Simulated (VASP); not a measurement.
Wanted: the native input for a VASP 6.6.1 run.

* Task: single point
* Functional: PBE
* Potentials or basis: VASP PAW PBE potentials, release 64 (Pd)
* Cutoff: 520 eV
* k mesh: 9 × 9 × 12
* Occupations: fermi-dirac, width 0.1 eV
* Spin: no spin polarisation
* Dipole correction: no
* Further INCAR settings: ALGO = Normal; EDIFF = 1e-06; NBANDS = 22

The structure of Pd lies in POSCAR:

```
Pd
1.0
    3.9038663883      0.0000000000      0.0000000000
   -1.9519331942      3.3808474653      0.0000000000
    0.0000000000      0.0000000000      2.3194056156
Pd
3
Direct
    0.0000000000      0.0000000000      0.0000000000
    0.3333333333      0.6666666667      0.5000000000
    0.6666666667      0.3333333333      0.5000000000
```

This cell differs from its parent crystal: volume scaled by 0.65.

One way to write it, as run:

INCAR

```
SYSTEM = Pd
  PREC = Accurate
  ENCUT = 520
  EDIFF = 1E-6
  ISMEAR = -1
  SIGMA = 0.1
  LREAL = .FALSE.
  LASPH = .TRUE.
  NELM = 60
  ALGO = Normal
  ISIF = 2
  LWAVE = .FALSE.
  LCHARG = .FALSE.
  GGA = PE
  NBANDS = 22
```

KPOINTS

```
Automatic mesh
0
G
  9 9 12
  0 0 0
```

Potentials or basis: VASP PAW PBE potentials, release 64 (Pd).

Run with:

```console
$ cat potpaw_PBE.64/Pd/POTCAR > POTCAR
$ mpirun -np 1 vasp_std > vasp.out
```

Results of the run:

- Pressure: 213.3 GPa
- Band gap on the k mesh: zero (band 15 reaches 19.03 eV, above the bottom of band 16 at 17.12 eV)

It took 22 s on 1 thread of Intel(R) Xeon(R) 6975P-C (Granite Rapids), with other jobs on the host, peak memory 0.17 GiB.
